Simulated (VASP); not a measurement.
# BAs (F-43m) in VASP: notebook

BAs is run at these levels: PBE; tasks: relaxation of cell and atoms.

All numbers are computed with VASP 6.6.1; they aren't measurements. Logs are shortened: lines on timing, memory, paths and dates and some standing lists are left out, and cuts for length are marked.

### 1 The cell of the first run

The structure is cubic, space group F-43m (No. 216). Conventional cell: a = 4.777 Å, b = 4.777 Å, c = 4.777 Å, α = 90.00°, β = 90.00°, γ = 90.00°. As (site symmetry -43m) has 4 B at 2.07 Å within 2.7 Å. B (site symmetry -43m) has 4 As at 2.07 Å within 2.7 Å.

### 2 Relaxation of cell and atoms, PBE, target pressure 2 GPa, at which the enthalpy is minimised

Contents of INCAR:

```
SYSTEM = BAs
  PREC = Accurate
  ENCUT = 600
  EDIFF = 1E-7
  ISMEAR = -1
  SIGMA = 0.05
  LREAL = .FALSE.
  LASPH = .TRUE.
  NELM = 100
  ALGO = Normal
  ISIF = 3
  LWAVE = .FALSE.
  LCHARG = .FALSE.
  GGA = PE
  IBRION = 2
  NSW = 80
  EDIFFG = -0.005
  PSTRESS = 20.0
```

Contents of KPOINTS:

```
Automatic mesh
0
G
  10 10 10
  0 0 0
```

Contents of POSCAR:

```
BAs
1.0
    0.0000000000      2.3885000000      2.3885000000
    2.3885000000      0.0000000000      2.3885000000
    2.3885000000      2.3885000000      0.0000000000
As B
1 1
Direct
    0.7500000000      0.7500000000      0.7500000000
    0.0000000000      0.0000000000      0.0000000000
```

Potentials or basis: VASP PAW PBE potentials, release 64 (As, B).

Run with:

```
> cat potpaw_PBE.64/As/POTCAR potpaw_PBE.64/B/POTCAR > POTCAR
> mpirun -np 1 vasp_std > vasp.out
```

OUTCAR:

```text
SYSTEM = BAs
   PREC = Accurate
   ENCUT = 600
   EDIFF = 1E-7
   ISMEAR = -1
   LREAL = .FALSE.
   LASPH = .TRUE.
   NELM = 100
   ISIF = 3
   GGA = PE
   IBRION = 2
   NSW = 80
   EDIFFG = -0.005
   PSTRESS = 20.0

 ion  position               nearest neighbor table
   1  0.750  0.750  0.750-   2 2.07   2 2.07   2 2.07   2 2.07
   2  0.000  0.000  0.000-   1 2.07   1 2.07   1 2.07   1 2.07

  LATTYP: Found a face centered cubic cell.
 ALAT       =     4.7770000000

  Lattice vectors:

 A1 = (   0.0000000000,   2.3885000000,   2.3885000000)
 A2 = (   2.3885000000,   0.0000000000,   2.3885000000)
 A3 = (   2.3885000000,   2.3885000000,   0.0000000000)

Analysis of symmetry for initial positions (statically):
=====================================================================
 Subroutine PRICEL returns:
 Original cell was already a primitive cell.

 Routine SETGRP: Setting up the symmetry group for a
 face centered cubic supercell.

 Subroutine GETGRP returns: Found 24 space group operations
 (whereof 24 operations were pure point group operations)
 out of a pool of 48 trial point group operations.

The static configuration has the point symmetry T_d .

Analysis of symmetry for dynamics (positions and initial velocities):
=====================================================================
 Subroutine PRICEL returns:
 Original cell was already a primitive cell.

 Routine SETGRP: Setting up the symmetry group for a
 face centered cubic supercell.

 Subroutine GETGRP returns: Found 24 space group operations
 (whereof 24 operations were pure point group operations)
 out of a pool of 48 trial point group operations.

The dynamic configuration has the point symmetry T_d .

 Subroutine INISYM returns: Found 24 space group operations
 (whereof 24 operations are pure point group operations),
 and found     1 'primitive' translations

----------------------------------------------------------------------------------------

                                     Primitive cell

  volume of cell :      27.2525

  direct lattice vectors                    reciprocal lattice vectors
     0.000000000  2.388500000  2.388500000    -0.209336404  0.209336404  0.209336404
     2.388500000  0.000000000  2.388500000     0.209336404 -0.209336404  0.209336404
     2.388500000  2.388500000  0.000000000     0.209336404  0.209336404 -0.209336404

  length of vectors
     3.377849094  3.377849094  3.377849094     0.362581287  0.362581287  0.362581287

  position of ions in fractional coordinates (direct lattice)
     0.750000000  0.750000000  0.750000000
     0.000000000  0.000000000  0.000000000

  ion indices of the primitive-cell ions
   primitive index   ion index
                 1           1
                 2           2

----------------------------------------------------------------------------------------

 KPOINTS: Automatic mesh

Automatic generation of k-mesh.
 Grid dimensions read from file:
 generate k-points for:   10   10   10

 Generating k-lattice:

  Cartesian coordinates                     Fractional coordinates (reciprocal lattice)
    -0.020933640  0.020933640  0.020933640     0.100000000  0.000000000  0.000000000
     0.020933640 -0.020933640  0.020933640     0.000000000  0.100000000  0.000000000
     0.020933640  0.020933640 -0.020933640     0.000000000  0.000000000  0.100000000

  Length of vectors
     0.036258129  0.036258129  0.036258129

  Shift w.r.t. Gamma in fractional coordinates (k-lattice)
     0.000000000  0.000000000  0.000000000

 Subroutine IBZKPT returns following result:
 ===========================================

 Found     47 irreducible k-points:

 Following reciprocal coordinates:
            Coordinates               Weight
  0.000000  0.000000  0.000000      1.000000
  0.100000  0.000000  0.000000      8.000000
  0.200000  0.000000  0.000000      8.000000
  0.300000  0.000000  0.000000      8.000000
  0.400000  0.000000  0.000000      8.000000
  0.500000  0.000000  0.000000      4.000000
[... 16 lines left out ...]
  0.300000  0.300000  0.000000      6.000000
  0.400000  0.300000  0.000000     24.000000
 [... further k-points ...]
   k-points           NKPTS =     47   k-points in BZ     NKDIM =     47   number of bands    NBANDS=      8
   number of dos      NEDOS =    301   number of ions     NIONS =      2
   total plane-waves  NPLWV =  21952
   dimension x,y,z NGX =    28 NGY =   28 NGZ =   28
   dimension x,y,z NGXF=    56 NGYF=   56 NGZF=   56
   ions per type =               1   1
   NGX,Y,Z   is equivalent  to a cutoff of  13.78, 13.78, 13.78 a.u.
   NGXF,Y,Z  is equivalent  to a cutoff of  27.56, 27.56, 27.56 a.u.
 SYSTEM =  BAs
   PREC   = accura    normal or accurate (medium, high low for compatibility)
   ISTART =      0    job   : 0-new  1-cont  2-samecut
   ICHARG =      2    charge: 1-file 2-atom 10-const
   ISPIN  =      1    spin polarized calculation?
   LNONCOLLINEAR =      F non collinear calculations
   LSORBIT =      F    spin-orbit coupling
   LASPH  =      T    aspherical Exc in radial PAW
   ENCUT  =  600.0 eV  44.10 Ry    6.64 a.u.   6.75  6.75  6.75*2*pi/ulx,y,z
   NELM   =    100;   NELMIN=  2; NELMDL= -5     # of ELM steps
   EDIFF  = 0.1E-06   stopping-criterion for ELM
   LREAL  =      F    real-space projection
   EDIFFG = -.5E-02   stopping-criterion for IOM
   NSW    =     80    number of steps for IOM
   IBRION =      2    ionic relax: 0-MD 1-quasi-New 2-CG
   NFREE  =      1    steps in history (QN), initial steepest desc. (CG)
   ISIF   =      3    stress and relaxation
   ISYM   =      2    0-nonsym 1-usesym 2-fastsym
   POTIM  = 0.5000    time-step for ionic-motion
   TEBEG  =    0.0;   TEEND  =   0.0 temperature during run
   PSTRESS=   20.0 pullay stress
   NELECT =       8.0000    total number of electrons
   NUPDOWN=      -1.0000    fix difference up-down
   EMIN   =  10.00;   EMAX   =-10.00  energy-range for DOS
   EFERMI =   0.00;   METHOD = LEGACY
   ISMEAR =    -1;   SIGMA  =   0.05  broadening in eV -4-tet -1-fermi 0-gaus
   EFERMI_NEDOS =   21; number of points for ismear=-14 and -15
   IALGO  =     38    algorithm
   IMIX   =      4    mixing-type and parameters
     AMIX     =   0.40;   BMIX     =  1.00
     AMIX_MAG =   1.60;   BMIX_MAG =  1.00
  volume/ion in A,a.u.               =      13.63        91.95
  Fermi-wavevector in a.u.,A,eV,Ry     =   1.088018  2.056057 16.106360  1.183784
  Thomas-Fermi vector in A             =   2.224191
   LORBIT       =      0    0 simple, 1 ext, 2 COOP (PROOUT), +10 PAW based schemes
   GGA     = PE    functional components
   LHFCALC =     F    Hartree Fock is set to
   AEXX    =    0.0000 exact exchange contribution
   IVDW    =     0    specifies the selected vdW correction
   LEPSILON=     F    determine dielectric tensor
   LRPA    =     F    only Hartree local field effects (RPA)
 conjugate gradient relaxation of ions
 non-spin polarized calculation
  energy-cutoff  :      600.00
  volume of cell :       27.25
 maximum number of plane-waves:       941
   NGX = 13   NGY = 13   NGZ = 13

--------------------------------------- Ionic step        1  -------------------------------------------

 number of electron       8.0000000 magnetization

 Free energy of the ion-electron system (eV)
  ---------------------------------------------------
  ext. energy  EPLUGINS =         0.00000000
  ---------------------------------------------------
  free energy    TOTEN  =       -11.40730622 eV

  energy without entropy =      -11.40730613  energy(sigma->0) =      -11.40730617

------------------------ aborting loop because EDIFF is reached ----------------------------------------

  FORCE on cell =-STRESS in cart. coord.  units (eV):
  Direction    XX          YY          ZZ          XY          YZ          ZX
  --------------------------------------------------------------------------------------
  -------------------------------------------------------------------------------------
  Total        0.5821543      0.5821543      0.5821543     -0.0000000     -0.0000000     -0.0000000
  in kB       34.2249632     34.2249632     34.2249632     -0.0000000     -0.0000000     -0.0000000
  external PRESSURE =      14.2249632 kB  Pullay stress =      20.0000000 kB

 VOLUME and BASIS-vectors are now :
 -----------------------------------------------------------------------------
  energy-cutoff  :      600.00
  volume of cell :       27.25
      direct lattice vectors                 reciprocal lattice vectors
     0.000000000  2.388500000  2.388500000    -0.209336404  0.209336404  0.209336404
     2.388500000  0.000000000  2.388500000     0.209336404 -0.209336404  0.209336404
     2.388500000  2.388500000  0.000000000     0.209336404  0.209336404 -0.209336404
[... 46 lines left out ...]
  FREE ENERGIE OF THE ION-ELECTRON SYSTEM (eV)
  ---------------------------------------------------
  free  energy   TOTEN  =       -11.4137969007 eV

  energy  without entropy=      -11.4137968265  energy(sigma->0) =      -11.41379686

  enthalpy is  TOTEN    =       -11.0676127084 eV   P V=        0.3461841923

--------------------------------------- Ionic step        3  -------------------------------------------

 number of electron       8.0000000 magnetization

 Free energy of the ion-electron system (eV)
  ---------------------------------------------------
  ext. energy  EPLUGINS =         0.00000000
  ---------------------------------------------------
  free energy    TOTEN  =       -11.41186698 eV

  energy without entropy =      -11.41186690  energy(sigma->0) =      -11.41186694

 E-fermi :   6.5930     XC(G=0): -10.5415

 val. band max:        6.0172697906   @ k =   0.0000   0.0000   0.0000
 cond. band min:       7.2033077910   @ k =   0.4000   0.4000   0.0000
 fundamental gap:      1.1860380004
 Fermi energy:         6.5930001793

 k-point     1 :       0.0000    0.0000    0.0000
  band No.  band energies     occupation
      1      -9.2938      2.00000
      2       6.0173      1.99998
      3       6.0173      1.99998
      4       6.0173      1.99998
      5       9.2814      0.00000
      6       9.2814      0.00000
      7       9.2814      0.00000
      8      10.5792      0.00000

 k-point     2 :       0.1000    0.0000    0.0000
  band No.  band energies     occupation
      1      -9.1311      2.00000
      2       4.6278      2.00000
      3       5.7191      2.00000
      4       5.7191      2.00000
      5       9.4076      0.00000
      6       9.6745      0.00000
      7       9.6745      0.00000
      8      11.4738      0.00000
[... 221 lines left out ...]
 k-point    23 :       0.3000    0.3000    0.0000
  band No.  band energies     occupation
      1      -7.3963      2.00000
      2       0.8186      2.00000
      3       2.8613      2.00000
      4       2.8613      2.00000
      5       7.4201      0.00000
      6       9.6695      0.00000
      7      14.4080      0.00000
      8      14.4080      0.00000

 k-point    24 :       0.4000    0.3000    0.0000
  band No.  band energies     occupation
      1      -6.6767      2.00000
      2      -0.4136      2.00000
      3       2.0821      2.00000
      4       2.5670      2.00000
      5       7.7189      0.00000
      6       9.4099      0.00000
      7      14.7828      0.00000
      8      15.0209      0.00000

 [... further k-points ...]
[... 5 lines left out ...]
  --------------------------------------------------------------------------------------
  -------------------------------------------------------------------------------------
  Total        0.3453053      0.3453053      0.3453053      0.0000000      0.0000000      0.0000000
  in kB       20.1011506     20.1011506     20.1011506      0.0000000      0.0000000      0.0000000
  external PRESSURE =       0.1011506 kB  Pullay stress =      20.0000000 kB

 VOLUME and BASIS-vectors are now :
 -----------------------------------------------------------------------------
  energy-cutoff  :      600.00
  volume of cell :       27.52
      direct lattice vectors                 reciprocal lattice vectors
    -0.000000000  2.396372483  2.396372483    -0.208648699  0.208648699  0.208648699
     2.396372483 -0.000000000  2.396372483     0.208648699 -0.208648699  0.208648699
     2.396372483  2.396372483 -0.000000000     0.208648699  0.208648699 -0.208648699

 POSITION                                       TOTAL-FORCE (eV/Angst)
 -----------------------------------------------------------------------------------
      3.59456      3.59456      3.59456        -0.000000      0.000000      0.000000
      0.00000     -0.00000      0.00000         0.000000     -0.000000     -0.000000
 -----------------------------------------------------------------------------------
    total drift:                                0.000000      0.000000      0.000000

  FREE ENERGIE OF THE ION-ELECTRON SYSTEM (eV)
  ---------------------------------------------------
  free  energy   TOTEN  =       -11.4118669781 eV

  energy  without entropy=      -11.4118668985  energy(sigma->0) =      -11.41186694

  enthalpy is  TOTEN    =       -11.0682992357 eV   P V=        0.3435677424

 reached required accuracy - stopping structural energy minimisation
```

It took 31 s on 1 thread of Intel Xeon 8259CL, shared host; peak memory 0.17 GiB.

Results:

* Free energy: -11.4119 eV
* Relaxed volume: 13.76 Å³/atom
* Relaxed cell: a = 3.389 Å, b = 3.389 Å, c = 3.389 Å, α = 60.00°, β = 60.00°, γ = 60.00°
* Space group after relaxing (to 0.05 Å): F-43m (No. 216)
* Energy change on relaxing (the enthalpy is what falls): -2.3 meV/atom
* Ionic steps: 3
* Pressure after relaxing: 2.0 GPa
* Band gap on the k mesh: 1.19 eV, indirect (least direct gap 3.26 eV)

Step by step:
| step | energy change (eV) | largest force (eV/Å) | pressure (GPa) | volume (Å³) |
| --- | --- | --- | --- | --- |
| 1 | 0.0000 | 0.0000 | 3.42 | 27.25 |
| 2 | -0.0065 | 0.0000 | 0.96 | 27.73 |
| 3 | -0.0046 | 0.0000 | 2.01 | 27.52 |

Final structure:
```
CELL_PARAMETERS angstrom
0.00000 2.39637 2.39637
2.39637 0.00000 2.39637
2.39637 2.39637 0.00000
ATOMIC_POSITIONS crystal
As 0.75000 0.75000 0.75000
B 0.00000 0.00000 0.00000
```

Caveat: the cell is relaxed towards a set pressure, so the enthalpy falls and the energy may rise. PBE usually gives volumes a little too large and moduli too small.

### 3 Relaxation of cell and atoms, PBE, target pressure 5 GPa, at which the enthalpy is minimised

Contents of INCAR:

```
SYSTEM = BAs
PREC = Accurate
ENCUT = 600
EDIFF = 1E-6
ISMEAR = -1
SIGMA = 0.05
LREAL = .False.
LASPH = .True.
NELM = 100
ALGO = Normal
ISIF = 3
LWAVE = .False.
LCHARG = .False.
GGA = PE
IBRION = 2
NSW = 80
EDIFFG = -0.005
PSTRESS = 50.0
```

Contents of KPOINTS:

```
regular mesh
0
Gamma
  10 10 10
  0 0 0
```

POSCAR is that of step 2.

Potentials or basis: VASP PAW PBE potentials, release 64 (As, B).

Run with:

```
> cat potpaw_PBE.64/As/POTCAR potpaw_PBE.64/B/POTCAR > POTCAR
> mpirun -np 1 vasp_std > vasp.out
```

Wall time 32 s (1 thread of Intel Xeon 8259CL, shared host); peak memory 0.17 GiB.

It converged, with:

| Property | Result |
| --- | --- |
| Free energy | -11.3997 eV |
| Relaxed volume | 13.48 Å³/atom |
| Relaxed cell | a = 3.366 Å, b = 3.366 Å, c = 3.366 Å, α = 60.00°, β = 60.00°, γ = 60.00° |
| Space group after relaxing (to 0.05 Å) | F-43m (No. 216) |
| Energy change on relaxing (the enthalpy is what falls) | +3.8 meV/atom |
| Ionic steps | 3 |
| Pressure after relaxing | 5.0 GPa |
| Band gap on the k mesh | 1.16 eV, indirect (least direct gap 3.29 eV) |

Step by step:
| step | energy change (eV) | largest force (eV/Å) | pressure (GPa) | volume (Å³) |
| --- | --- | --- | --- | --- |
| 1 | 0.0000 | 0.0000 | 3.42 | 27.25 |
| 2 | 0.0160 | 0.0000 | 6.39 | 26.73 |
| 3 | 0.0076 | 0.0000 | 5.01 | 26.96 |

Final structure:
```yaml
crystal:
  lattice:
    - [0.00000, 2.38005, 2.38005]
    - [2.38005, 0.00000, 2.38005]
    - [2.38005, 2.38005, 0.00000]
  atoms:
    - { symbol: As, position: [0.75000, 0.75000, 0.75000] }
    - { symbol: B, position: [0.00000, 0.00000, 0.00000] }
```

Levels at points of the mesh, in eV from the valence-band top:
| k point | band 1 | band 2 | band 3 | band 4 | band 5 | band 6 | band 7 | band 8 |
| --- | --- | --- | --- | --- | --- | --- | --- | --- |
| (0.00, 0.00, 0.00) | -15.50 | 0.00 | 0.00 | 0.00 | 3.29 | 3.29 | 3.29 | 4.82 |
| (0.50, 0.00, 0.00) | -12.59 | -8.87 | -1.84 | -1.84 | 2.76 | 4.79 | 4.79 | 8.89 |
| (0.50, 0.50, 0.00) | -11.25 | -8.59 | -4.12 | -4.12 | 1.41 | 1.43 | 11.47 | 11.47 |

Caveat: the cell is relaxed towards a set pressure, so the enthalpy falls and the energy may rise. A k mesh can miss the band edges.

(Continued in part 2 of 2.)
